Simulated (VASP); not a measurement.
# CdSe (F-43m) in VASP: single point with HSE06

Aim: the single point of CdSe with HSE06.

Program: VASP 6.6.1. These are calculated values, not measurements. Logs are shortened: lines on timing, memory, paths and dates and some standing lists are left out, and cuts for length are marked.

## Step 1: The cell of the first run

The structure is cubic, space group F-43m (No. 216). Conventional cell: a = 6.136 Å, b = 6.136 Å, c = 6.136 Å, α = 90.00°, β = 90.00°, γ = 90.00°. Within 3.5 Å of Cd (site symmetry -43m) lie 4 Se at 2.66 Å. Within 3.5 Å of Se (site symmetry -43m) lie 4 Cd at 2.66 Å.

## Step 2: Single point, HSE06

File POSCAR:

```
CdSe
1.0
    0.0000000000      3.0677809650      3.0677809650
    3.0677809650      0.0000000000      3.0677809650
    3.0677809650      3.0677809650      0.0000000000
Cd Se
1 1
Direct
    0.0000000000      0.0000000000      0.0000000000
    0.2500000000      0.2500000000      0.2500000000
```

File INCAR.step1:

```
ALGO = Normal ; EDIFF = 1E-5
ENCUT = 520 ; GGA = PE
ISIF = 2 ; ISMEAR = 0
LASPH = T ; LCHARG = F
LREAL = F ; LWAVE = T
NBANDS = 16 ; NELM = 60
PREC = Accurate ; SIGMA = 0.01
```

File INCAR.step2:

```
ALGO = Normal ; EDIFF = 1E-6
ENCUT = 520 ; GGA = PE
HFSCREEN = 0.2079 ; ISIF = 2
ISMEAR = 0 ; ISTART = 1
LASPH = T ; LCHARG = F
LHFCALC = T ; LREAL = F
LWAVE = F ; NBANDS = 16
NELM = 60 ; PREC = Accurate
PRECFOCK = Normal ; SIGMA = 0.01
```

File KPOINTS:

```
k-points
0
Gamma
  6 6 6
```

Potentials or basis: VASP PAW PBE potentials, release 64 (Cd, Se).

Run with:

```console
$ cat potpaw_PBE.64/Cd/POTCAR potpaw_PBE.64/Se/POTCAR > POTCAR
$ cp INCAR.step1 INCAR
$ mpirun -np 1 vasp_std > vasp.out
$ cp INCAR.step2 INCAR
$ mpirun -np 1 vasp_std > vasp.out
```

OUTCAR:

```text
EDIFF = 1E-6
   ENCUT = 520
   GGA = PE
   HFSCREEN = 0.2079
   ISIF = 2
   ISMEAR = 0
   ISTART = 1
   LASPH = T
   LHFCALC = T
   LREAL = F
   NELM = 60
   PREC = Accurate
   PRECFOCK = Normal

 ion  position               nearest neighbor table
   1  0.000  0.000  0.000-   2 2.66   2 2.66   2 2.66   2 2.66
   2  0.250  0.250  0.250-   1 2.66   1 2.66   1 2.66   1 2.66

  LATTYP: Found a face centered cubic cell.
 ALAT       =     6.1355619300

  Lattice vectors:

 A1 = (   0.0000000000,   3.0677809650,   3.0677809650)
 A2 = (   3.0677809650,   0.0000000000,   3.0677809650)
 A3 = (   3.0677809650,   3.0677809650,   0.0000000000)

Analysis of symmetry for initial positions (statically):
=====================================================================
 Subroutine PRICEL returns:
 Original cell was already a primitive cell.

 Routine SETGRP: Setting up the symmetry group for a
 face centered cubic supercell.

 Subroutine GETGRP returns: Found 24 space group operations
 (whereof 24 operations were pure point group operations)
 out of a pool of 48 trial point group operations.

The static configuration has the point symmetry T_d .

Analysis of symmetry for dynamics (positions and initial velocities):
=====================================================================
 Subroutine PRICEL returns:
 Original cell was already a primitive cell.

 Routine SETGRP: Setting up the symmetry group for a
 face centered cubic supercell.

 Subroutine GETGRP returns: Found 24 space group operations
 (whereof 24 operations were pure point group operations)
 out of a pool of 48 trial point group operations.

The dynamic configuration has the point symmetry T_d .

 Subroutine INISYM returns: Found 24 space group operations
 (whereof 24 operations are pure point group operations),
 and found     1 'primitive' translations

----------------------------------------------------------------------------------------

                                     Primitive cell

  volume of cell :      57.7435

  direct lattice vectors                    reciprocal lattice vectors
     0.000000000  3.067780965  3.067780965    -0.162984257  0.162984257  0.162984257
     3.067780965  0.000000000  3.067780965     0.162984257 -0.162984257  0.162984257
     3.067780965  3.067780965  0.000000000     0.162984257  0.162984257 -0.162984257

  length of vectors
     4.338497447  4.338497447  4.338497447     0.282297013  0.282297013  0.282297013

  position of ions in fractional coordinates (direct lattice)
     0.000000000  0.000000000  0.000000000
     0.250000000  0.250000000  0.250000000

  ion indices of the primitive-cell ions
   primitive index   ion index
                 1           1
                 2           2

----------------------------------------------------------------------------------------

 KPOINTS: k-points

Automatic generation of k-mesh.
 Grid dimensions read from file:
 generate k-points for:    6    6    6

 Generating k-lattice:

  Cartesian coordinates                     Fractional coordinates (reciprocal lattice)
    -0.027164043  0.027164043  0.027164043     0.166666667  0.000000000  0.000000000
     0.027164043 -0.027164043  0.027164043     0.000000000  0.166666667  0.000000000
     0.027164043  0.027164043 -0.027164043     0.000000000  0.000000000  0.166666667

  Length of vectors
     0.047049502  0.047049502  0.047049502

  Shift w.r.t. Gamma in fractional coordinates (k-lattice)
     0.000000000  0.000000000  0.000000000

 Subroutine IBZKPT returns following result:
 ===========================================

 Found     16 irreducible k-points:

 Following reciprocal coordinates:
            Coordinates               Weight
  0.000000  0.000000  0.000000      1.000000
  0.166667  0.000000  0.000000      8.000000
  0.333333  0.000000  0.000000      8.000000
  0.500000  0.000000  0.000000      4.000000
  0.166667  0.166667  0.000000      6.000000
  0.333333  0.166667  0.000000     24.000000
[... 8 lines left out ...]
 -0.333333  0.333333  0.166667     24.000000
 -0.333333  0.500000  0.166667     12.000000
   k-points           NKPTS =     16   k-points in BZ     NKDIM =    216   number of bands    NBANDS=     16
   number of dos      NEDOS =    301   number of ions     NIONS =      2
   total plane-waves  NPLWV =  32768
   dimension x,y,z NGX =    32 NGY =   32 NGZ =   32
   dimension x,y,z NGXF=    64 NGYF=   64 NGZF=   64
   ions per type =               1   1
   NGX,Y,Z   is equivalent  to a cutoff of  12.26, 12.26, 12.26 a.u.
   NGXF,Y,Z  is equivalent  to a cutoff of  24.52, 24.52, 24.52 a.u.
 SYSTEM =  unknown system
   PREC   = accura    normal or accurate (medium, high low for compatibility)
   ISTART =      1    job   : 0-new  1-cont  2-samecut
   ICHARG =      0    charge: 1-file 2-atom 10-const
   ISPIN  =      1    spin polarized calculation?
   LNONCOLLINEAR =      F non collinear calculations
   LSORBIT =      F    spin-orbit coupling
   LASPH  =      T    aspherical Exc in radial PAW
   ENCUT  =  520.0 eV  38.22 Ry    6.18 a.u.   8.07  8.07  8.07*2*pi/ulx,y,z
   NELM   =     60;   NELMIN=  2; NELMDL=  0     # of ELM steps
   EDIFF  = 0.1E-05   stopping-criterion for ELM
   LREAL  =      F    real-space projection
   EDIFFG = 0.1E-04   stopping-criterion for IOM
   NSW    =      0    number of steps for IOM
   IBRION =     -1    ionic relax: 0-MD 1-quasi-New 2-CG
   NFREE  =      0    steps in history (QN), initial steepest desc. (CG)
   ISIF   =      2    stress and relaxation
   ISYM   =      3    0-nonsym 1-usesym 2-fastsym
   POTIM  = 0.5000    time-step for ionic-motion
   TEBEG  =    0.0;   TEEND  =   0.0 temperature during run
   PSTRESS=    0.0 pullay stress
   NELECT =      18.0000    total number of electrons
   NUPDOWN=      -1.0000    fix difference up-down
   EMIN   =  10.00;   EMAX   =-10.00  energy-range for DOS
   EFERMI =   0.00;   METHOD = LEGACY
   ISMEAR =     0;   SIGMA  =   0.01  broadening in eV -4-tet -1-fermi 0-gaus
   EFERMI_NEDOS =   21; number of points for ismear=-14 and -15
   IALGO  =     38    algorithm
   IMIX   =      1    mixing-type and parameters
     AMIX     =   0.40;   BMIX     =  1.00
     AMIX_MAG =   1.60;   BMIX_MAG =  1.00
  volume/ion in A,a.u.               =      28.87       194.84
  Fermi-wavevector in a.u.,A,eV,Ry     =   1.110021  2.097636 16.764382  1.232147
  Thomas-Fermi vector in A             =   2.246568
   LORBIT       =      0    0 simple, 1 ext, 2 COOP (PROOUT), +10 PAW based schemes
   GGA     = PE    functional components
   LHFCALC =     T    Hartree Fock is set to
   PRECFOCK=normal    Normal, Fast or Accurate (Low or Medium for compatibility)
   ENCUT4O =  -1.0   cutoff for four orbital integrals eV
   NKREDX  =     1    reduce k-point grid by
   NKREDY  =     1    reduce k-point grid by
   NKREDZ  =     1    reduce k-point grid by
   AEXX    =    0.2500 exact exchange contribution
   HFSCREEN=    0.2079 screening length (either q_TF or 0.3 A-1)
   HFSCREENC=   0.2079 screening length for correlation (either q_TF or 0.3 A-1)
   ENCUTFOCK=  -1.0 apply spherical cutoff to Coloumb kernel
   IVDW    =     0    specifies the selected vdW correction
   LEPSILON=     F    determine dielectric tensor
   LRPA    =     F    only Hartree local field effects (RPA)
 non-spin polarized calculation
 Gauss-broadening in eV      SIGMA  =   0.01
  energy-cutoff  :      520.00
  volume of cell :       57.74
 maximum number of plane-waves:      1588
  NGX = 28; NGY = 28; NGZ = 28

 number of electron      18.0000008 magnetization

 Free energy of the ion-electron system (eV)
  ---------------------------------------------------
  ext. energy  EPLUGINS =         0.00000000
  ---------------------------------------------------
  free energy    TOTEN  =        -6.84682580 eV

  energy without entropy =       -6.84682580  energy(sigma->0) =       -6.84682580

 E-fermi :   0.2747     XC(G=0):  -7.2975

 val. band max:        0.1439195777   @ k =   0.0000   0.0000   0.0000
 cond. band min:       1.6300568081   @ k =   0.0000   0.0000   0.0000
 fundamental gap:      1.4861372304
 Fermi energy:         0.2746912148

 k-point     1 :       0.0000    0.0000    0.0000
  band No.  band energies     occupation
      1     -13.4059      2.00000
      2      -8.9131      2.00000
      3      -8.9131      2.00000
      4      -8.9131      2.00000
      5      -8.5646      2.00000
      6      -8.5646      2.00000
[... 8 lines left out ...]
     15      12.3257      0.00000
     16      12.3257      0.00000

 k-point     2 :       0.1667    0.0000    0.0000
  band No.  band energies     occupation
      1     -13.3110      2.00000
      2      -8.8867      2.00000
      3      -8.8867      2.00000
      4      -8.8165      2.00000
      5      -8.5654      2.00000
      6      -8.5654      2.00000
[... 8 lines left out ...]
     15      11.3039      0.00000
     16      11.7208      0.00000

 k-point     3 :       0.3333    0.0000    0.0000
  band No.  band energies     occupation
      1     -13.1203      2.00000
      2      -8.8422      2.00000
      3      -8.8422      2.00000
      4      -8.5567      2.00000
      5      -8.5567      2.00000
      6      -8.5092      2.00000
[... 8 lines left out ...]
     15      11.7781      0.00000
     16      11.7781      0.00000

 k-point     4 :       0.5000    0.0000    0.0000
  band No.  band energies     occupation
      1     -13.0254      2.00000
      2      -8.8257      2.00000
      3      -8.8257      2.00000
      4      -8.5455      2.00000
      5      -8.5455      2.00000
      6      -8.2513      2.00000
[... 8 lines left out ...]
     15      13.4585      0.00000
     16      13.4585      0.00000
[... 172 lines left out ...]
 k-point    14 :       0.5000    0.3333    0.1667
  band No.  band energies     occupation
      1     -12.9984      2.00000
      2      -8.7793      2.00000
      3      -8.7682      2.00000
      4      -8.6216      2.00000
      5      -8.5416      2.00000
      6      -8.2928      2.00000
[... 8 lines left out ...]
     15      13.4234      0.00000
     16      14.4468      0.00000

 k-point    15 :      -0.3333    0.3333    0.1667
  band No.  band energies     occupation
      1     -12.9379      2.00000
      2      -8.7704      2.00000
      3      -8.7462      2.00000
      4      -8.5945      2.00000
      5      -8.5547      2.00000
      6      -8.1125      2.00000
[... 8 lines left out ...]
     15      13.1410      0.00000
     16      14.3579      0.00000

 k-point    16 :      -0.3333    0.5000    0.1667
  band No.  band energies     occupation
      1     -12.9083      2.00000
      2      -8.7308      2.00000
      3      -8.7272      2.00000
      4      -8.6243      2.00000
      5      -8.5402      2.00000
      6      -8.0834      2.00000
[... 8 lines left out ...]
     15      14.0757      0.00000
     16      14.3003      0.00000

------------------------ aborting loop because EDIFF is reached ----------------------------------------

  FORCE on cell =-STRESS in cart. coord.  units (eV):
  Direction    XX          YY          ZZ          XY          YZ          ZX
  --------------------------------------------------------------------------------------
  -------------------------------------------------------------------------------------
  Total        0.1339234      0.1339234      0.1339234      0.0000000      0.0000000      0.0000000
  in kB        3.7159012      3.7159012      3.7159012      0.0000000      0.0000000      0.0000000
  external PRESSURE =       3.7159012 kB  Pullay stress =       0.0000000 kB

 VOLUME and BASIS-vectors are now :
 -----------------------------------------------------------------------------
  energy-cutoff  :      520.00
  volume of cell :       57.74
      direct lattice vectors                 reciprocal lattice vectors
     0.000000000  3.067780965  3.067780965    -0.162984257  0.162984257  0.162984257
     3.067780965  0.000000000  3.067780965     0.162984257 -0.162984257  0.162984257
     3.067780965  3.067780965  0.000000000     0.162984257  0.162984257 -0.162984257

 POSITION                                       TOTAL-FORCE (eV/Angst)
 -----------------------------------------------------------------------------------
      0.00000      0.00000      0.00000        -0.000000     -0.000000     -0.000000
      1.53389      1.53389      1.53389         0.000000      0.000000      0.000000
 -----------------------------------------------------------------------------------
    total drift:                                0.000044      0.000041      0.000029

  FREE ENERGIE OF THE ION-ELECTRON SYSTEM (eV)
  ---------------------------------------------------
  free  energy   TOTEN  =        -6.8468257964 eV

  energy  without entropy=       -6.8468257964  energy(sigma->0) =       -6.84682580
```

It took 1.6 h on 1 thread of Intel Xeon Platinum 8259CL at 2.50GHz (Skylake/Cascade Lake), shared host; peak memory 0.32 GiB.

Results:

| Property | Result |
| --- | --- |
| Free energy | -6.8468 eV |
| Pressure | 0.4 GPa |
| Band gap on the k mesh | 1.49 eV |

Caveat: the structure was generated, so it needn't be the stable form of CdSe; the PAW data sets were made with another functional, which shifts forces and pressure a little.
